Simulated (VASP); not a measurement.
# C (C2/m) in VASP: settings compared

The runs below take C through single point, with PBEsol, PBE, HSE06, PBE0.

Everything below comes from runs of VASP 6.6.1. Logs are shortened: lines on timing, memory, paths and dates and some standing lists are left out, and cuts for length are marked.

## (1) The cell of the first run

The structure is monoclinic, space group C2/m (No. 12). Conventional cell: a = 4.338 Å, b = 2.505 Å, c = 3.838 Å, α = 90.00°, β = 111.49°, γ = 90.00°. Within 1.9 Å of C (site symmetry m) lie 3 C at 1.45 Å.

## (2) Single point, PBEsol (volume scaled by 1.06)

INCAR

```
PREC = Accurate ; ENCUT = 520
EDIFF = 1E-6 ; ISMEAR = -1
SIGMA = 0.05 ; LREAL = False
LASPH = True ; NELM = 100
ALGO = Normal ; ISIF = 2
LWAVE = False ; LCHARG = False
GGA = PS ; NBANDS = 11
```

KPOINTS

```
regular mesh
0
Gamma
  13 13 8
```

POSCAR

```
C
1.0
    2.1690430626     -1.2523725254      0.0000000000
    2.1690430626      1.2523725254      0.0000000000
   -1.4061170787      0.0000000000      3.5715304629
C
2
Direct
    0.1666444700      0.1666444700      0.9999069600
    0.8333555300      0.8333555300      0.0000930400
```

Potentials or basis: VASP PAW PBE potentials, release 64 (C).

Started as:

```sh
> cat potpaw_PBE.64/C/POTCAR > POTCAR
> mpirun -np 1 vasp_std > vasp.out
```

OUTCAR:

```text
PREC = Accurate
   ENCUT = 520
   EDIFF = 1E-6
   ISMEAR = -1
   LREAL = False
   LASPH = True
   NELM = 100
   ISIF = 2
   GGA = PS

 ion  position               nearest neighbor table
   1  0.167  0.167  1.000-   2 1.45   2 1.45   2 1.45
   2  0.833  0.833  0.000-   1 1.45   1 1.45   1 1.45

  LATTYP: Found a base centered monoclinic cell.
 ALAT       =     4.3380861252
 B/A-ratio  =     0.5773848141
 C/A-ratio  =     0.8848045598
 COS(beta)  =    -0.3663329314

  Lattice vectors:

 A1 = (   2.1690430626,  -1.2523725254,   0.0000000000)
 A2 = (   2.1690430626,   1.2523725254,   0.0000000000)
 A3 = (  -1.4061170787,   0.0000000000,   3.5715304629)

Analysis of symmetry for initial positions (statically):
=====================================================================
 Subroutine PRICEL returns:
 Original cell was already a primitive cell.

 Routine SETGRP: Setting up the symmetry group for a
 base centered monoclinic supercell.

 Subroutine GETGRP returns: Found  4 space group operations
 (whereof  4 operations were pure point group operations)
 out of a pool of  4 trial point group operations.

The static configuration has the point symmetry C_2h.

Analysis of symmetry for dynamics (positions and initial velocities):
=====================================================================
 Subroutine PRICEL returns:
 Original cell was already a primitive cell.

 Routine SETGRP: Setting up the symmetry group for a
 base centered monoclinic supercell.

 Subroutine GETGRP returns: Found  4 space group operations
 (whereof  4 operations were pure point group operations)
 out of a pool of  4 trial point group operations.

The dynamic configuration has the point symmetry C_2h.

 Subroutine INISYM returns: Found  4 space group operations
 (whereof  4 operations are pure point group operations),
 and found     1 'primitive' translations

----------------------------------------------------------------------------------------

                                     Primitive cell

  volume of cell :      19.4038

  direct lattice vectors                    reciprocal lattice vectors
     2.169043063 -1.252372525  0.000000000     0.230516401 -0.399242230  0.090754664
     2.169043063  1.252372525  0.000000000     0.230516401  0.399242230  0.090754664
    -1.406117079  0.000000000  3.571530463     0.000000000  0.000000000  0.279992012

  length of vectors
     2.504632658  2.504632658  3.838358384     0.469860169  0.469860169  0.279992012

[... 82 lines left out ...]
   EDIFFG = 0.1E-04   stopping-criterion for IOM
   NSW    =      0    number of steps for IOM
   IBRION =     -1    ionic relax: 0-MD 1-quasi-New 2-CG
   NFREE  =      0    steps in history (QN), initial steepest desc. (CG)
   ISIF   =      2    stress and relaxation
   ISYM   =      2    0-nonsym 1-usesym 2-fastsym
   POTIM  = 0.5000    time-step for ionic-motion
   TEBEG  =    0.0;   TEEND  =   0.0 temperature during run
   PSTRESS=    0.0 pullay stress
   NELECT =       8.0000    total number of electrons
   NUPDOWN=      -1.0000    fix difference up-down
   EMIN   =  10.00;   EMAX   =-10.00  energy-range for DOS
   EFERMI =   0.00;   METHOD = LEGACY
   ISMEAR =    -1;   SIGMA  =   0.05  broadening in eV -4-tet -1-fermi 0-gaus
   EFERMI_NEDOS =   21; number of points for ismear=-14 and -15
   IALGO  =     38    algorithm
   IMIX   =      4    mixing-type and parameters
     AMIX     =   0.40;   BMIX     =  1.00
     AMIX_MAG =   1.60;   BMIX_MAG =  1.00
  volume/ion in A,a.u.               =       9.70        65.47
  Fermi-wavevector in a.u.,A,eV,Ry     =   1.218455  2.302546 20.199651  1.484632
  Thomas-Fermi vector in A             =   2.353741
   LORBIT       =      0    0 simple, 1 ext, 2 COOP (PROOUT), +10 PAW based schemes
   GGA     = PS    functional components
   LHFCALC =     F    Hartree Fock is set to
   AEXX    =    0.0000 exact exchange contribution
   IVDW    =     0    specifies the selected vdW correction
   LEPSILON=     F    determine dielectric tensor
   LRPA    =     F    only Hartree local field effects (RPA)
 non-spin polarized calculation
  energy-cutoff  :      520.00
  volume of cell :       19.40
 maximum number of plane-waves:       535
   NGX =  9   NGY =  9   NGZ = 15

 number of electron       8.0000000 magnetization

 Free energy of the ion-electron system (eV)
  ---------------------------------------------------
  ext. energy  EPLUGINS =         0.00000000
  ---------------------------------------------------
  free energy    TOTEN  =       -19.25012887 eV

  energy without entropy =      -19.25012731  energy(sigma->0) =      -19.25012809

 E-fermi :   3.8520     XC(G=0): -10.0164

 val. band max:        3.4185310775   @ k =  -0.3077   0.3077   0.0000
 cond. band min:       4.3156782703   @ k =  -0.3077   0.3846   0.3750
 fundamental gap:      0.8971471928
 Fermi energy:         3.8519528998

 k-point     1 :       0.0000    0.0000    0.0000
  band No.  band energies     occupation
      1     -15.3929      2.00000
      2      -2.7510      2.00000
      3       0.7987      2.00000
      4       0.8020      2.00000
      5       7.5930      0.00000
      6      11.8139      0.00000
      7      11.8157      0.00000
      8      14.6424      0.00000
      9      15.4427      0.00000
     10      25.5547      0.00000
     11      26.9512      0.00000
[... 309 lines left out ...]
 k-point    24 :       0.4615    0.1538    0.0000
  band No.  band energies     occupation
      1     -11.6183      2.00000
      2      -6.7317      2.00000
      3      -3.6516      2.00000
      4       0.8258      2.00000
      5       7.1001      0.00000
      6      13.0847      0.00000
      7      13.4336      0.00000
      8      16.7966      0.00000
      9      18.2867      0.00000
     10      21.3414      0.00000
     11      25.0144      0.00000

 [... further k-points ...]
[... 5 lines left out ...]
  --------------------------------------------------------------------------------------
  -------------------------------------------------------------------------------------
  Total       -2.3417655     -2.3497642      0.0259887      0.0000000      0.0000000     -0.0030145
  in kB     -193.3605758   -194.0210317      2.1459006      0.0000000      0.0000000     -0.2489099
  external PRESSURE =    -128.4119023 kB  Pullay stress =       0.0000000 kB

 VOLUME and BASIS-vectors are now :
 -----------------------------------------------------------------------------
  energy-cutoff  :      520.00
  volume of cell :       19.40
      direct lattice vectors                 reciprocal lattice vectors
     2.169043063 -1.252372525  0.000000000     0.230516401 -0.399242230  0.090754664
     2.169043063  1.252372525  0.000000000     0.230516401  0.399242230  0.090754664
    -1.406117079  0.000000000  3.571530463     0.000000000  0.000000000  0.279992012

 POSITION                                       TOTAL-FORCE (eV/Angst)
 -----------------------------------------------------------------------------------
     -0.68307      0.00000      3.57120        -0.002191      0.000000      0.004764
      3.61504      0.00000      0.00033         0.002191      0.000000     -0.004764
 -----------------------------------------------------------------------------------
    total drift:                               -0.000000      0.000000      0.000000

  FREE ENERGIE OF THE ION-ELECTRON SYSTEM (eV)
  ---------------------------------------------------
  free  energy   TOTEN  =       -19.2501288724 eV

  energy  without entropy=      -19.2501273100  energy(sigma->0) =      -19.25012809
```

stdout:

```text
POSCAR found type information on POSCAR C
 POSCAR found :  1 types and       2 ions
 scaLAPACK will be used
 -----------------------------------------------------------------------------
|                                                                             |
|                                                                             |
|     You enforced a specific xc type in the INCAR file but a different       |
|     I HOPE YOU KNOW WHAT YOU ARE DOING!                                     |
|                                                                             |
 -----------------------------------------------------------------------------

 LDA part: xc-table for (Slater+PW92), standard interpolation
 POSCAR, INCAR and KPOINTS ok, starting setup
 FFT: planning ... GRIDC
 FFT: planning ... GRID_SOFT
 FFT: planning ... GRID
 WAVECAR not read
 entering main loop
```

Run time: 35 s. Hardware: 1 thread of Intel Xeon 6975P-C (Granite Rapids), shared host; peak memory 0.17 GiB.

What came out:

| Property | Result |
| --- | --- |
| Free energy | -19.2501 eV |
| Pressure | -12.8 GPa |
| Largest force | 0.005 eV/Å |
| Band gap on the k mesh | 0.90 eV, indirect (least direct gap 0.91 eV) |

Forces in eV/Å, atoms in the order of the input:
```
C   -0.002  0.000  0.005
C    0.002  0.000 -0.005
```

Levels at points of the mesh, in eV from the valence-band top:
| k point | band 1 | band 2 | band 3 | band 4 | band 5 | band 6 | band 7 | band 8 |
| --- | --- | --- | --- | --- | --- | --- | --- | --- |
| (0.00, 0.00, 0.00) | -18.81 | -6.17 | -2.62 | -2.62 | 4.17 | 8.40 | 8.40 | 11.22 |
| (0.00, 0.00, 0.50) | -18.62 | -7.65 | -2.63 | -2.63 | 8.36 | 8.37 | 9.51 | 11.36 |

Caveat: the cell differs from its parent crystal (volume scaled by 1.06); the PAW data sets were made with another functional, which shifts forces and pressure a little; this functional lacks dispersion, which binds the layers, so the pressure and a relaxed spacing across them are unreliable. A k mesh can miss the band edges.

## (3) Single point, PBE

This run uses another cell than the first one, of 9.15 Å³/atom, 0.943 times its volume.

INCAR

```
SYSTEM = C
ALGO = Normal
EDIFF = 1E-6
ENCUT = 520
GGA = PE
ISIF = 2
ISMEAR = -1
LASPH = .TRUE.
LCHARG = .FALSE.
LREAL = .FALSE.
LWAVE = .FALSE.
NBANDS = 11
NELM = 60
PREC = Accurate
SIGMA = 0.05
```

KPOINTS

```
k-points
0
G
  8 8 4
  0 0 0
```

POSCAR

```
C
1.0
    2.1273203072     -1.2282824400      0.0000000000
    2.1273203072      1.2282824400      0.0000000000
   -1.3790696309      0.0000000000      3.5028300786
C
2
Direct
    0.1666444700      0.1666444700      0.9999069600
    0.8333555300      0.8333555300      0.0000930400
```

Potentials or basis: VASP PAW PBE potentials, release 64 (C).

Started as:

```sh
> cat potpaw_PBE.64/C/POTCAR > POTCAR
> mpirun -np 1 vasp_std > vasp.out
```

Wall time 20 s (1 thread of Intel Xeon 8259CL, shared host); peak memory 0.12 GiB.

Results (log left out):

```
Free energy            : -18.4337 eV
Pressure               : 4.2 GPa
Largest force          : 0.005 eV/Å
Band gap on the k mesh : 1.68 eV, direct
```

Forces in eV/Å, atoms in the order of the input:
```
C   -0.004  0.000  0.003
C    0.004  0.000 -0.003
```

Stress tensor (GPa, compression positive):
```
 5.40  0.00 -0.03
 0.00  5.36  0.00
-0.03  0.00  1.92
```

Levels at points of the mesh, in eV from the valence-band top:
```csv
k point,band 2,band 3,band 4,band 5,band 6,band 7
"(0.00, 0.00, 0.00)",-6.06,-2.23,-2.22,4.70,9.21,9.21
"(0.50, 0.00, 0.00)",-12.54,-5.63,-1.30,2.77,8.43,12.43
"(0.50, 0.50, 0.00)",-12.48,-5.66,-1.84,2.20,8.14,13.72
"(0.00, 0.00, 0.50)",-7.63,-2.24,-2.24,9.17,9.18,10.33
"(0.50, 0.00, 0.50)",-12.48,-5.66,-1.88,2.15,8.14,13.81
"(0.50, 0.50, 0.50)",-12.53,-5.63,-1.34,2.71,8.43,12.53
```

Caveat: the k points lie up to 0.45 Å⁻¹ apart; this functional lacks dispersion, which binds the layers, so the pressure and a relaxed spacing across them are unreliable.

## (4) Single point, HSE06

This run uses another cell than the first one, of 9.34 Å³/atom, 0.962 times its volume.

POSCAR

```
C
1.0
    2.1414089317     -1.2364169979      0.0000000000
    2.1414089317      1.2364169979      0.0000000000
   -1.3882028085      0.0000000000      3.5260283048
C
2
Direct
    0.1666444700      0.1666444700      0.9999069600
    0.8333555300      0.8333555300      0.0000930400
```

INCAR.step1

```
SYSTEM = C
  PREC = Accurate
  ENCUT = 520
  EDIFF = 1E-5
  ISMEAR = -1
  SIGMA = 0.05
  LREAL = .False.
  LASPH = .True.
  NELM = 80
  ALGO = Normal
  ISIF = 2
  LWAVE = .True.
  LCHARG = .False.
  NBANDS = 11
  GGA = PE
```

INCAR.step2

```
SYSTEM = C
  PREC = Accurate
  ENCUT = 520
  EDIFF = 1E-6
  ISMEAR = -1
  SIGMA = 0.05
  LREAL = .False.
  LASPH = .True.
  NELM = 80
  ALGO = Normal
  ISIF = 2
  LWAVE = .False.
  LCHARG = .False.
  GGA = PE
  LHFCALC = .True.
  HFSCREEN = 0.2079
  PRECFOCK = Normal
  NBANDS = 11
  ISTART = 1
```

KPOINTS

```
regular mesh
0
Gamma
  8 8 4
  0 0 0
```

Started as:

```sh
> cat potpaw_PBE.64/C/POTCAR > POTCAR
> cp INCAR.step1 INCAR
> mpirun -np 1 vasp_std > vasp.out
> cp INCAR.step2 INCAR
> mpirun -np 1 vasp_std > vasp.out
```

Wall time 11 min (1 thread of Intel Xeon Platinum 8488C (Sapphire Rapids), shared host); peak memory 0.23 GiB.

Results (log left out):

```yaml
Free_energy: -21.1536 eV
Pressure: -6.6 GPa
Largest_force: 0.008 eV/Å
Band_gap_on_the_k_mesh: 2.04 eV, direct
```

Forces on the atoms (eV/Å):
```
C   -0.004  0.000  0.006
C    0.004  0.000 -0.006
```

Stress tensor (GPa, compression positive):
```
-10.57   0.00  -0.03
  0.00 -10.61   0.00
 -0.03   0.00   1.40
```

Levels at points of the mesh, in eV from the valence-band top:
| k point | band 2 | band 3 | band 4 | band 5 | band 6 | band 7 |
| --- | --- | --- | --- | --- | --- | --- |
| (0.00, 0.00, 0.00) | -6.94 | -3.03 | -3.02 | 5.24 | 10.18 | 10.18 |
| (0.50, 0.00, 0.00) | -14.11 | -6.64 | -1.58 | 3.36 | 9.19 | 13.18 |
| (0.50, 0.50, 0.00) | -14.05 | -6.68 | -2.17 | 2.73 | 8.89 | 14.62 |
| (0.00, 0.00, 0.50) | -8.61 | -3.04 | -3.03 | 10.14 | 10.14 | 11.12 |
| (0.50, 0.00, 0.50) | -14.04 | -6.68 | -2.21 | 2.68 | 8.89 | 14.72 |
| (0.50, 0.50, 0.50) | -14.10 | -6.64 | -1.62 | 3.30 | 9.19 | 13.29 |

Caveat: the k points lie up to 0.45 Å⁻¹ apart; the PAW data sets were made with another functional, which shifts forces and pressure a little; this functional lacks dispersion, which binds the layers, so the pressure and a relaxed spacing across them are unreliable. A k mesh can miss the band edges.

(Part 1 of 2 ends here.)
